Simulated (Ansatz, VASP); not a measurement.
## One calculation of BaY, two programs

INCAR

```
SYSTEM = BaY
ALGO     = Normal         ! electronic algorithm
EDIFF    = 1E-7           ! SCF threshold, eV
EDIFFG   = -0.01          ! ionic threshold
ENCUT    = 600            ! plane-wave cutoff, eV
GGA      = PE             ! functional
IBRION   = 2              ! ionic algorithm
ISIF     = 3              ! what is computed and relaxed
ISMEAR   = -1             ! smearing method
LASPH    = .True.         ! aspherical terms in the spheres
LCHARG   = .False.        ! write CHGCAR
LREAL    = .False.        ! projectors in reciprocal space
LWAVE    = .False.        ! write WAVECAR
NELM     = 60             ! most SCF steps
NSW      = 60             ! ionic steps
PREC     = Accurate       ! precision mode
SIGMA    = 0.05           ! smearing width, eV
```

File KPOINTS:

```
k-points
0
Gamma
  6 6 6
  0 0 0
```

POSCAR

```
BaY
1.0
    4.4203700000      0.0000000000      0.0000000000
    0.0000000000      4.4203700000      0.0000000000
    0.0000000000      0.0000000000      4.4203700000
Ba Y
1 1
Direct
    0.0000000000      0.0000000000      0.0000000000
    0.5000000000      0.5000000000      0.5000000000
```

Contents of input.yaml:

```yaml
crystal:
  lattice:
    - [4.42037, 0.0, 0.0]
    - [0.0, 4.42037, 0.0]
    - [0.0, 0.0, 4.42037]
  atoms:
    - { symbol: Ba, position: [0.0, 0.0, 0.0] }
    - { symbol: "Y", position: [0.5, 0.5, 0.5] }
hamiltonian:
  xc: pbe
  pseudopotentials: { kind: paw }
kpoints:
  mp_grid: { grid: [6, 6, 6] }
scf:
  occupations: { method: fermi_dirac, width: 0.05 }
output:
  forces: true
  stress: true
  eigenvalues: true
relax:
  f_tol: 0.01
  max_steps: 40
  cell: { stress_tol: 0.05 }
```

Alike in both runs: task relaxation of cell and atoms; functional PBE; k mesh 6 × 6 × 6; occupations fermi-dirac, width 0.05 eV; no spin polarisation.

```csv
,VASP,Ansatz
version,VASP 6.6.1,Ansatz 0.2.0
potentials or method,"VASP PAW PBE potentials, release 64 (Ba_sv, Y_sv)",Ansatz PAW
plane-wave cutoff (eV),600,420
valence electrons in the cell,21,21
```

```tsv
	VASP	Ansatz	Ansatz less VASP
gap on the k mesh at the Fermi level, each at its own relaxed structure (eV)	none	none	-
relaxed volume (Å³/atom)	43.19	42.93	-0.260
relaxed cell length with the largest relative difference (Å)	4.420	4.411	-0.0089
```

A gap of «none» marks a metal or a gap that the smearing closes.

Neither program's run includes spin-orbit coupling. Noted on VASP's run: the relaxation stopped at its first step, so nothing moved. Noted on Ansatz's run: the plane-wave basis is chosen anew once the cell has moved, so the energies of steps on either side of that aren't comparable.
